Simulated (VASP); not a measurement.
As2Se, 6 atoms in the cell. It takes space group I4_1/amd (No. 141, tetragonal). Conventional cell: a = 7.059 Å, b = 7.059 Å, c = 5.307 Å, α = 90.00°, β = 90.00°, γ = 90.00°. Within 3.5 Å of As (site symmetry 2/m) lie 2 Se at 2.66 Å and 4 As at 2.83 Å. Se (site symmetry -4m2) has 4 As at 2.66 Å within 3.5 Å. 

| Quantity | Value |
| --- | --- |
| Program | VASP 6.6.1 |
| Task | relaxation of cell and atoms |
| Functional | LDA |
| Potentials or basis | VASP PAW LDA potentials, release 64 (As, Se) |
| Cutoff | 600 eV |
| k mesh | 8 × 8 × 8 |
| Occupations | gaussian, width 0.1 eV |
| Spin | no spin polarisation |
| Dipole correction | no |
| Further INCAR settings | ALGO = Normal; EDIFF = 1e-07; IBRION = 2; EDIFFG = -0.01; NSW = 80; ISIF = 3 |

Potentials or basis: VASP PAW LDA potentials, release 64 (As, Se).

The run is started by

```console
$ cat potpaw_LDA.64/As/POTCAR potpaw_LDA.64/Se/POTCAR > POTCAR
$ mpirun -np 1 vasp_std > vasp.out
```

Hardware: 1 thread of Intel Xeon 6975P-C, on a shared host.

**Question.** How long does it take, and how much memory?

**Answer.** Wall time 15 min on 1 thread of Intel Xeon 6975P-C (shared host), peak memory 0.39 GiB. Counts: scf iterations 62, k points 59, ion steps 8.
